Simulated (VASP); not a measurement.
# RbBr (Fm-3m) in VASP: notebook

The runs below take RbBr through single point, with PBE.

Everything below comes from runs of VASP 6.6.1. Logs are shortened: lines on timing, memory, paths and dates and some standing lists are left out, and cuts for length are marked.

## Step 1: The cell of the first run

Symmetry: Fm-3m, No. 225, cubic system. The conventional cell has a = 6.946 Å, b = 6.946 Å, c = 6.946 Å, α = 90.00°, β = 90.00°, γ = 90.00°. Within 4.6 Å of Rb (site symmetry m-3m) lie 6 Br at 3.47 Å. Br (site symmetry m-3m) has 6 Rb at 3.47 Å within 4.6 Å.

## Step 2: Single point, PBE (volume scaled by 0.97)

Contents of INCAR:

```
SYSTEM = RbBr
PREC = Accurate ; ENCUT = 520
EDIFF = 1E-6 ; ISMEAR = 0
SIGMA = 0.02 ; LREAL = .False.
LASPH = .True. ; NELM = 60
ALGO = Normal ; ISIF = 2
LWAVE = .False. ; LCHARG = .True.
GGA = PE ; LELF = .True.
LVHAR = .True. ; NBANDS = 15
```

Contents of KPOINTS:

```
regular mesh
0
Gamma
  6 6 6
  0 0 0
```

Contents of POSCAR:

```
RbBr
1.0
    0.0000000000      3.4732356021      3.4732356021
    3.4732356021      0.0000000000      3.4732356021
    3.4732356021      3.4732356021      0.0000000000
Rb Br
1 1
Direct
    0.0000000000      0.0000000000      0.0000000000
    0.5000000000      0.5000000000      0.5000000000
```

Potentials or basis: VASP PAW PBE potentials, release 64 (Rb_sv, Br).

On the command line:

```console
> cat potpaw_PBE.64/Rb_sv/POTCAR potpaw_PBE.64/Br/POTCAR > POTCAR
> mpirun -np 1 vasp_std > vasp.out
```

OUTCAR:

```text
SYSTEM = RbBr
   PREC = Accurate
   ENCUT = 520
   EDIFF = 1E-6
   ISMEAR = 0
   LREAL = .False.
   LASPH = .True.
   NELM = 60
   ISIF = 2
   GGA = PE

 ion  position               nearest neighbor table
   1  0.000  0.000  0.000-   2 3.47   2 3.47   2 3.47   2 3.47   2 3.47   2 3.47
   2  0.500  0.500  0.500-   1 3.47   1 3.47   1 3.47   1 3.47   1 3.47   1 3.47

  LATTYP: Found a face centered cubic cell.
 ALAT       =     6.9464712042

  Lattice vectors:

 A1 = (   0.0000000000,   3.4732356021,   3.4732356021)
 A2 = (   3.4732356021,   0.0000000000,   3.4732356021)
 A3 = (   3.4732356021,   3.4732356021,   0.0000000000)

Analysis of symmetry for initial positions (statically):
=====================================================================
 Subroutine PRICEL returns:
 Original cell was already a primitive cell.

 Routine SETGRP: Setting up the symmetry group for a
 face centered cubic supercell.

 Subroutine GETGRP returns: Found 48 space group operations
 (whereof 48 operations were pure point group operations)
 out of a pool of 48 trial point group operations.

The static configuration has the point symmetry O_h .

Analysis of symmetry for dynamics (positions and initial velocities):
=====================================================================
 Subroutine PRICEL returns:
 Original cell was already a primitive cell.

 Routine SETGRP: Setting up the symmetry group for a
 face centered cubic supercell.

 Subroutine GETGRP returns: Found 48 space group operations
 (whereof 48 operations were pure point group operations)
 out of a pool of 48 trial point group operations.

The dynamic configuration has the point symmetry O_h .

 Subroutine INISYM returns: Found 48 space group operations
 (whereof 48 operations are pure point group operations),
 and found     1 'primitive' translations

----------------------------------------------------------------------------------------

                                     Primitive cell

  volume of cell :      83.7978

  direct lattice vectors                    reciprocal lattice vectors
     0.000000000  3.473235602  3.473235602    -0.143957985  0.143957985  0.143957985
     3.473235602  0.000000000  3.473235602     0.143957985 -0.143957985  0.143957985
     3.473235602  3.473235602  0.000000000     0.143957985  0.143957985 -0.143957985

  length of vectors
     4.911896894  4.911896894  4.911896894     0.249342545  0.249342545  0.249342545

  position of ions in fractional coordinates (direct lattice)
     0.000000000  0.000000000  0.000000000
     0.500000000  0.500000000  0.500000000

  ion indices of the primitive-cell ions
   primitive index   ion index
                 1           1
                 2           2
[... 77 lines left out ...]
   EFERMI =   0.00;   METHOD = LEGACY
   ISMEAR =     0;   SIGMA  =   0.02  broadening in eV -4-tet -1-fermi 0-gaus
   EFERMI_NEDOS =   21; number of points for ismear=-14 and -15
   IALGO  =     38    algorithm
   IMIX   =      4    mixing-type and parameters
     AMIX     =   0.40;   BMIX     =  1.00
     AMIX_MAG =   1.60;   BMIX_MAG =  1.00
  volume/ion in A,a.u.               =      41.90       282.75
  Fermi-wavevector in a.u.,A,eV,Ry     =   0.942694  1.781433 12.091107  0.888671
  Thomas-Fermi vector in A             =   2.070328
   LORBIT       =      0    0 simple, 1 ext, 2 COOP (PROOUT), +10 PAW based schemes
   GGA     = PE    functional components
   LHFCALC =     F    Hartree Fock is set to
   AEXX    =    0.0000 exact exchange contribution
   IVDW    =     0    specifies the selected vdW correction
   LEPSILON=     F    determine dielectric tensor
   LRPA    =     F    only Hartree local field effects (RPA)
 non-spin polarized calculation
 Gauss-broadening in eV      SIGMA  =   0.02
  energy-cutoff  :      520.00
  volume of cell :       83.80
 maximum number of plane-waves:      2285
 NGX is ok and might be reduce to    40
   NGX = 19   NGY = 19   NGZ = 19

 number of electron      15.9999998 magnetization

 Free energy of the ion-electron system (eV)
  ---------------------------------------------------
  ext. energy  EPLUGINS =         0.00000000
  ---------------------------------------------------
  free energy    TOTEN  =        -6.11205207 eV

  energy without entropy =       -6.11205207  energy(sigma->0) =       -6.11205207

 E-fermi :  -1.7580     XC(G=0):  -7.0759

 val. band max:       -1.8998977953   @ k =   0.0000   0.0000   0.0000
 cond. band min:       2.3621402842   @ k =   0.0000   0.0000   0.0000
 fundamental gap:      4.2620380795
 Fermi energy:        -1.7580155082

 k-point     1 :       0.0000    0.0000    0.0000
  band No.  band energies     occupation
      1     -26.4003      2.00000
      2     -14.0421      2.00000
      3     -10.4737      2.00000
      4     -10.4737      2.00000
      5     -10.4737      2.00000
      6      -1.8999      2.00000
      7      -1.8999      2.00000
      8      -1.8999      2.00000
      9       2.3621      0.00000
     10       5.3660      0.00000
     11       5.3660      0.00000
     12       5.3660      0.00000
     13       6.2267      0.00000
     14       6.2267      0.00000
[... 257 lines left out ...]
      2     -14.0111      2.00000
      3     -10.6053      2.00000
      4     -10.5585      2.00000
      5     -10.4786      2.00000
      6      -2.3060      2.00000
      7      -2.2826      2.00000
      8      -2.1559      2.00000
      9       4.4101      0.00000
     10       5.7963      0.00000
     11       5.9859      0.00000
     12       6.8815      0.00000
     13       7.9518      0.00000
     14       8.8009      0.00000
     15       9.2297      0.00000

------------------------ aborting loop because EDIFF is reached ----------------------------------------

  FORCE on cell =-STRESS in cart. coord.  units (eV):
  Direction    XX          YY          ZZ          XY          YZ          ZX
  --------------------------------------------------------------------------------------
  -------------------------------------------------------------------------------------
  Total        0.2154539      0.2154539      0.2154539     -0.0000000      0.0000000      0.0000000
  in kB        4.1193840      4.1193840      4.1193840     -0.0000000      0.0000000      0.0000000
  external PRESSURE =       4.1193840 kB  Pullay stress =       0.0000000 kB

 VOLUME and BASIS-vectors are now :
 -----------------------------------------------------------------------------
  energy-cutoff  :      520.00
  volume of cell :       83.80
      direct lattice vectors                 reciprocal lattice vectors
     0.000000000  3.473235602  3.473235602    -0.143957985  0.143957985  0.143957985
     3.473235602  0.000000000  3.473235602     0.143957985 -0.143957985  0.143957985
     3.473235602  3.473235602  0.000000000     0.143957985  0.143957985 -0.143957985

 POSITION                                       TOTAL-FORCE (eV/Angst)
 -----------------------------------------------------------------------------------
      0.00000      0.00000      0.00000         0.000000      0.000000      0.000000
      3.47324      3.47324      3.47324        -0.000000     -0.000000     -0.000000
 -----------------------------------------------------------------------------------
    total drift:                                0.000000     -0.000000     -0.000000

  FREE ENERGIE OF THE ION-ELECTRON SYSTEM (eV)
  ---------------------------------------------------
  free  energy   TOTEN  =        -6.1120520748 eV

  energy  without entropy=       -6.1120520748  energy(sigma->0) =       -6.11205207
```

OSZICAR:

```text
N       E                     dE             d eps       ncg     rms          rms(c)
DAV:   1     0.831196928469E+02    0.83120E+02   -0.65706E+03   480   0.912E+02
DAV:   2    -0.268844493626E+00   -0.83389E+02   -0.77441E+02   675   0.161E+02
DAV:   3    -0.617144206826E+01   -0.59026E+01   -0.58778E+01   634   0.445E+01
DAV:   4    -0.634023033027E+01   -0.16879E+00   -0.16876E+00   691   0.682E+00
DAV:   5    -0.634120037494E+01   -0.97004E-03   -0.97004E-03   634   0.557E-01    0.272E+00
DAV:   6    -0.611680637704E+01    0.22439E+00   -0.27399E-01   564   0.235E+00    0.179E+00
DAV:   7    -0.609876701514E+01    0.18039E-01   -0.12743E-01   627   0.171E+00    0.921E-01
DAV:   8    -0.611113327392E+01   -0.12366E-01   -0.15913E-02   502   0.705E-01    0.106E-01
DAV:   9    -0.611160786351E+01   -0.47459E-03   -0.70693E-04   649   0.136E-01    0.698E-02
DAV:  10    -0.611204350845E+01   -0.43564E-03   -0.55296E-04   494   0.130E-01    0.276E-02
DAV:  11    -0.611204592398E+01   -0.24155E-05   -0.32298E-05   636   0.302E-02    0.108E-02
DAV:  12    -0.611205183237E+01   -0.59084E-05   -0.10691E-05   508   0.185E-02    0.128E-03
DAV:  13    -0.611205207481E+01   -0.24244E-06   -0.25268E-07   534   0.315E-03
   1 F= -.61120521E+01 E0= -.61120521E+01  d E =-.218066E-25
```

Wall time 28 s (1 thread of Intel Xeon Platinum 8259CL at 2.50GHz (Skylake/Cascade Lake), shared host); peak memory 0.24 GiB.

What came out:

```yaml
Free_energy: -6.1121 eV
Pressure: 0.4 GPa
Band_gap_on_the_k_mesh: 4.26 eV, direct
```

[end of part 1 of 2]
